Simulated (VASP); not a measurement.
Input of a VASP 6.6.1 run:

The input POSCAR:

```
MnSi
1.0
    0.0000000000      2.5272246000      2.5272246000
    2.5272246000      0.0000000000      2.5272246000
    2.5272246000      2.5272246000      0.0000000000
Mn Si
1 1
Direct
    0.0000000000      0.0000000000      0.0000000000
    0.2500000000      0.2500000000      0.2500000000
```

The input INCAR.step1:

```
ALGO = Normal
EDIFF = 1E-5
ENCUT = 520
GGA = PE
ISIF = 2
ISMEAR = -1
ISPIN = 2
LASPH = True
LMAXMIX = 4
LORBIT = 11
LREAL = False
LWAVE = True
MAGMOM = 4 0
NBANDS = 20
NELM = 150
PREC = Accurate
SIGMA = 0.05
```

Contents of INCAR.step2:

```
ALGO = Normal
EDIFF = 1E-7
ENCUT = 520
GGA = PE
HFSCREEN = 0.2079
ISIF = 2
ISMEAR = -1
ISPIN = 2
ISTART = 1
LASPH = True
LCHARG = True
LELF = True
LHFCALC = True
LMAXMIX = 4
LORBIT = 11
LREAL = False
LVHAR = True
LWAVE = False
MAGMOM = 4 0
NBANDS = 20
NELM = 150
PREC = Accurate
PRECFOCK = Normal
SIGMA = 0.05
```

Contents of KPOINTS:

```
k-points
0
Gamma
  5 5 5
```

Potentials or basis: VASP PAW PBE potentials, release 64 (Mn_pv, Si).

Command:

```sh
$ cat potpaw_PBE.64/Mn_pv/POTCAR potpaw_PBE.64/Si/POTCAR > POTCAR
$ cp INCAR.step1 INCAR
$ mpirun -np 1 vasp_std > vasp.out
$ cp INCAR.step2 INCAR
$ mpirun -np 1 vasp_std > vasp.out
```

Q: Estimate the net moment.

A: 2.94 μB per cell.

Q: Predict the pressure.

A: 32.3 GPa.

Q: What does it give for the site moments?

A: Mn +3.34; Si -0.35 μB.

Caveat: the k points lie up to 0.43 Å⁻¹ apart; the PAW data sets were made with another functional, which shifts forces and pressure a little.
